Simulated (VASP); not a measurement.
CsBr:

```
Cs Br
1.0
     4.31960    0.00000    0.00000
     0.00000    4.31960    0.00000
     0.00000    0.00000    4.31960
Cs Br
1 1
Cartesian
  0.0000 0.0000 0.0000
  2.1598 2.1598 2.1598
```

Base run:

| Quantity | Value |
| --- | --- |
| Program | VASP 6.6.1 |
| Functional | PBE |
| Potentials or basis | VASP PAW PBE potentials, release 64 (Cs_sv, Br) |
| Cutoff | 500 eV |
| k mesh | 4 × 4 × 4 |
| Occupations | gaussian, width 0.01 eV |
| Spin | no spin polarisation |

Its results: band gap on the k mesh 4.42 eV, indirect (least direct gap 4.43 eV); pressure 0.7 GPa.

Task: The run is repeated on the same cell with these changes: functional from PBE to LDA; potentials or basis from VASP PAW PBE potentials, release 64 (Cs_sv, Br) to VASP PAW LDA potentials, release 64 (Cs_sv, Br). What comes out?

Result: Band gap on the k mesh 4.05 eV, indirect (least direct gap 4.06 eV); pressure -1.9 GPa.

Caveats: spin-orbit coupling is left out, which moves the levels of the heavy elements.

